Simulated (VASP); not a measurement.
ScAl3:

```
Al Sc
1.0
     4.10000    0.00000    0.00000
     0.00000    4.10000    0.00000
     0.00000    0.00000    4.10000
Al Sc
3 1
Direct
  0.00000 0.50000 0.50000
  0.50000 0.00000 0.50000
  0.50000 0.50000 0.00000
  0.00000 0.00000 0.00000
```

| Property | Result |
| --- | --- |
| Program | VASP 6.6.1 |
| Task | relaxation of cell and atoms |
| Functional | LDA |
| Potentials or basis | VASP PAW LDA potentials, release 64 (Al, Sc_sv) |
| Cutoff | 600 eV |
| k mesh | 12 × 12 × 12 |
| Occupations | gaussian, width 0.1 eV |
| Spin | no spin polarisation |

At the start: pressure -4.3 GPa; volume 17.23 Å³/atom.

How do energy, volume and symmetry change on relaxing?

Over 3 steps the energy falls by 11.2 meV/atom and the volume is 16.42 Å³/atom (-4.7 %); space group Pm-3m (No. 221, to 0.1 Å) before and after.

Step by step:
| step | energy change (eV) | largest force (eV/Å) | pressure (GPa) | volume (Å³) |
| --- | --- | --- | --- | --- |
| 1 | 0.0000 | 0.0000 | -4.26 | 68.92 |
| 2 | -0.0376 | 0.0000 | 1.88 | 64.46 |
| 3 | -0.0447 | 0.0000 | -0.02 | 65.68 |

Final structure:
```cif
data_structure
_symmetry_space_group_name_H-M 'P 1'
_symmetry_Int_Tables_number 1
_cell_length_a 4.0346
_cell_length_b 4.0346
_cell_length_c 4.0346
_cell_angle_alpha 90.000
_cell_angle_beta 90.000
_cell_angle_gamma 90.000
_cell_volume 65.68
loop_
_atom_site_label
_atom_site_type_symbol
_atom_site_fract_x
_atom_site_fract_y
_atom_site_fract_z
_atom_site_occupancy
Al1 Al 0.00000 0.50000 0.50000 1
Al2 Al 0.50000 0.00000 0.50000 1
Al3 Al 0.50000 0.50000 0.00000 1
Sc1 Sc 0.00000 0.00000 0.00000 1
```
